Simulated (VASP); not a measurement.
# Ba (Im-3m) in VASP: a series of runs, part 2 of 2

VASP 6.6.1. The steps go on from the part before.

**3. Single point, PBEsol**

This run uses another cell than the first one, of 57.93 Å³/atom, 1.188 times its volume.

The input, INCAR:

```
PREC = Accurate ; ENCUT = 520
EDIFF = 1E-6 ; ISMEAR = -1
SIGMA = 0.05 ; LREAL = False
LASPH = True ; NELM = 100
ALGO = Normal ; ISIF = 2
LWAVE = False ; LCHARG = False
GGA = PS ; NBANDS = 11
```

The input, KPOINTS:

```
Automatic mesh
0
Gamma
  8 8 8
```

The input, POSCAR:

```
Ba
1.0
   -2.4375108174      2.4375108174      2.4375108174
    2.4375108174     -2.4375108174      2.4375108174
    2.4375108174      2.4375108174     -2.4375108174
Ba
1
Direct
    0.0000000000      0.0000000000      0.0000000000
```

Potentials or basis: VASP PAW PBE potentials, release 64 (Ba_sv).

The run is started by

```
$ cat potpaw_PBE.64/Ba_sv/POTCAR > POTCAR
$ mpirun -np 1 vasp_std > vasp.out
```

OUTCAR:

```text
PREC = Accurate
   ENCUT = 520
   EDIFF = 1E-6
   ISMEAR = -1
   LREAL = False
   LASPH = True
   NELM = 100
   ISIF = 2
   GGA = PS

 ion  position               nearest neighbor table
   1  0.000  0.000  0.000-

  LATTYP: Found a body centered cubic cell.
 ALAT       =     4.8750216348

  Lattice vectors:

 A1 = (  -2.4375108174,   2.4375108174,   2.4375108174)
 A2 = (   2.4375108174,  -2.4375108174,   2.4375108174)
 A3 = (   2.4375108174,   2.4375108174,  -2.4375108174)

Analysis of symmetry for initial positions (statically):
=====================================================================
 Subroutine PRICEL returns:
 Original cell was already a primitive cell.

 Routine SETGRP: Setting up the symmetry group for a
 body centered cubic supercell.

 Subroutine GETGRP returns: Found 48 space group operations
 (whereof 48 operations were pure point group operations)
 out of a pool of 48 trial point group operations.

The static configuration has the point symmetry O_h .

Analysis of symmetry for dynamics (positions and initial velocities):
=====================================================================
 Subroutine PRICEL returns:
 Original cell was already a primitive cell.

 Routine SETGRP: Setting up the symmetry group for a
 body centered cubic supercell.

 Subroutine GETGRP returns: Found 48 space group operations
 (whereof 48 operations were pure point group operations)
 out of a pool of 48 trial point group operations.

The dynamic configuration has the point symmetry O_h .

 Subroutine INISYM returns: Found 48 space group operations
 (whereof 48 operations are pure point group operations),
 and found     1 'primitive' translations

[... 107 lines left out ...]
   ISMEAR =    -1;   SIGMA  =   0.05  broadening in eV -4-tet -1-fermi 0-gaus
   EFERMI_NEDOS =   21; number of points for ismear=-14 and -15
   IALGO  =     38    algorithm
   IMIX   =      4    mixing-type and parameters
     AMIX     =   0.40;   BMIX     =  1.00
     AMIX_MAG =   1.60;   BMIX_MAG =  1.00
  volume/ion in A,a.u.               =      57.93       390.93
  Fermi-wavevector in a.u.,A,eV,Ry     =   0.911538  1.722558 11.305110  0.830902
  Thomas-Fermi vector in A             =   2.035829
   LORBIT       =      0    0 simple, 1 ext, 2 COOP (PROOUT), +10 PAW based schemes
   GGA     = PS    functional components
   LHFCALC =     F    Hartree Fock is set to
   AEXX    =    0.0000 exact exchange contribution
   IVDW    =     0    specifies the selected vdW correction
   LEPSILON=     F    determine dielectric tensor
   LRPA    =     F    only Hartree local field effects (RPA)
 non-spin polarized calculation
  energy-cutoff  :      520.00
  volume of cell :       57.93
 maximum number of plane-waves:      1568
   NGX = 15   NGY = 15   NGZ = 15

 number of electron      10.0000001 magnetization

 Free energy of the ion-electron system (eV)
  ---------------------------------------------------
  ext. energy  EPLUGINS =         0.00000000
  ---------------------------------------------------
  free energy    TOTEN  =        -2.15849913 eV

  energy without entropy =       -2.15144402  energy(sigma->0) =       -2.15497158

 E-fermi :   1.7781     XC(G=0):  -7.7846

 val. band max:        1.6962890121   @ k =  -0.3750   0.5000   0.2500
 cond. band min:       1.9681154607   @ k =   0.2500   0.2500   0.1250
 fundamental gap:      0.2718264486
 Fermi energy:         1.7780593076

 k-point     1 :       0.0000    0.0000    0.0000
  band No.  band energies     occupation
      1     -26.9030      2.00000
      2     -11.7781      2.00000
      3     -11.7781      2.00000
      4     -11.7781      2.00000
      5      -0.9874      2.00000
      6       3.7217      0.00000
      7       3.7217      0.00000
      8       3.7217      0.00000
      9       5.2757      0.00000
     10       5.2757      0.00000
     11       9.0016      0.00000
[... 309 lines left out ...]
 k-point    24 :      -0.3750    0.3750    0.2500
  band No.  band energies     occupation
      1     -26.8251      2.00000
      2     -12.2306      2.00000
      3     -12.0558      2.00000
      4     -12.0023      2.00000
      5       1.5176      1.98912
      6       2.0132      0.01798
      7       3.8050      0.00000
      8       4.0603      0.00000
      9       5.6875      0.00000
     10       6.0768      0.00000
     11       9.5724      0.00000

 [... further k-points ...]
[... 5 lines left out ...]
  --------------------------------------------------------------------------------------
  -------------------------------------------------------------------------------------
  Total        0.0293635      0.0293635      0.0293635      0.0000000      0.0000000      0.0000000
  in kB        0.8121177      0.8121177      0.8121177      0.0000000      0.0000000      0.0000000
  external PRESSURE =       0.8121177 kB  Pullay stress =       0.0000000 kB

 VOLUME and BASIS-vectors are now :
 -----------------------------------------------------------------------------
  energy-cutoff  :      520.00
  volume of cell :       57.93
      direct lattice vectors                 reciprocal lattice vectors
    -2.437510817  2.437510817  2.437510817     0.000000000  0.205127295  0.205127295
     2.437510817 -2.437510817  2.437510817     0.205127295  0.000000000  0.205127295
     2.437510817  2.437510817 -2.437510817     0.205127295  0.205127295  0.000000000

 POSITION                                       TOTAL-FORCE (eV/Angst)
 -----------------------------------------------------------------------------------
      0.00000      0.00000      0.00000         0.000000      0.000000     -0.000000
 -----------------------------------------------------------------------------------
    total drift:                               -0.000000      0.000000      0.000000

  FREE ENERGIE OF THE ION-ELECTRON SYSTEM (eV)
  ---------------------------------------------------
  free  energy   TOTEN  =        -2.1584991339 eV

  energy  without entropy=       -2.1514440182  energy(sigma->0) =       -2.15497158
```

OSZICAR:

```text
N       E                     dE             d eps       ncg     rms          rms(c)
DAV:   1     0.524283630245E+02    0.52428E+02   -0.41610E+03   638   0.746E+02
DAV:   2     0.368342316623E+00   -0.52060E+02   -0.50534E+02   753   0.139E+02
DAV:   3    -0.209770045148E+01   -0.24660E+01   -0.24516E+01   818   0.299E+01
DAV:   4    -0.215948189119E+01   -0.61781E-01   -0.61704E-01   805   0.466E+00
DAV:   5    -0.216182009127E+01   -0.23382E-02   -0.23379E-02   848   0.690E-01    0.178E+00
DAV:   6    -0.215958351490E+01    0.22366E-02   -0.49723E-03   835   0.583E-01    0.104E+00
DAV:   7    -0.215840632318E+01    0.11772E-02   -0.63495E-03   904   0.720E-01    0.507E-02
DAV:   8    -0.215849205934E+01   -0.85736E-04   -0.13426E-04   847   0.783E-02    0.194E-02
DAV:   9    -0.215849933458E+01   -0.72752E-05   -0.67656E-06   770   0.207E-02    0.266E-03
DAV:  10    -0.215849913394E+01    0.20063E-06   -0.13654E-07   505   0.236E-03
   1 F= -.21584991E+01 E0= -.21549716E+01  d E =-.705512E-02
```

Run time: 12 s. Hardware: 1 thread of Intel Xeon Platinum 8259CL at 2.50GHz (Skylake/Cascade Lake), shared host; peak memory 0.17 GiB.

Results:

```
Free energy            : -2.1585 eV
Pressure               : 0.1 GPa
Band gap on the k mesh : zero (band 5 reaches 2.42 eV, above the bottom of band 6 at 1.16 eV)
```

Caveat: the PAW data sets were made with another functional, which shifts forces and pressure a little; spin-orbit coupling is left out, which moves the levels of the heavy elements.
